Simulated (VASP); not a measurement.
Zr2Ge2W: single point with PBE

Crystal: Zr2Ge2W.

```
Zr Ge W
1.0
     3.50022    0.00000    0.00000
    -1.75011    3.03128    0.00000
     0.00000    0.00000    9.34873
Zr Ge W
2 2 1
Cartesian
  1.7501 1.0104 7.3483
  0.0000 2.0209 2.0004
  0.0000 2.0209 5.3785
  1.7501 1.0104 3.9702
  0.0000 0.0000 0.0000
```

The cell was generated, and may not be a known phase.

```
Program                : VASP 6.6.1
Task                   : single point
Functional             : PBE
Potentials or basis    : VASP PAW PBE potentials, release 64 (Zr_sv, Ge_d, W_sv)
Cutoff                 : 620 eV
k mesh                 : 12 × 12 × 4
Occupations            : gaussian, width 0.1 eV
Spin                   : no spin polarisation
Dipole correction      : no
Second try             : not_converged
Further INCAR settings : ALGO = All; EDIFF = 1e-06; NBANDS = 41
```

- Pressure: 0.1 GPa
- Largest force: 0.015 eV/Å
- Band gap on the k mesh: zero (bands 33 and 34 overlap by 0.76 eV)

Forces on the atoms (eV/Å):
```
Zr   0.000  0.000 -0.015
Zr   0.000  0.000  0.015
Ge   0.000  0.000 -0.012
Ge   0.000  0.000  0.012
W    0.000  0.000  0.000
```

Levels at points of the mesh, in eV from the Fermi level:
```csv
k point,band 30,band 31,band 32,band 33,band 34,band 35,band 36,band 37
"(0.00, 0.00, 0.00)",-0.72,-0.72,0.09,0.61,0.61,1.28,1.28,2.27
"(0.50, 0.00, 0.00)",-1.58,-1.46,-0.90,-0.16,1.04,1.59,2.10,2.12
"(0.00, 0.00, 0.50)",-0.72,-0.72,0.04,0.04,1.27,1.63,1.63,2.10
"(0.50, 0.00, 0.50)",-1.45,-1.18,-0.33,-0.25,0.91,1.42,1.47,1.97
```

It took 6.2 min on 4 MPI ranks on Intel(R) Xeon(R) Platinum 8259CL CPU @ 2.50GHz (Skylake/Cascade Lake), with other jobs on the host, peak memory 0.78 GiB a rank.

Caveat: spin-orbit coupling is left out, which moves the levels of the heavy elements.
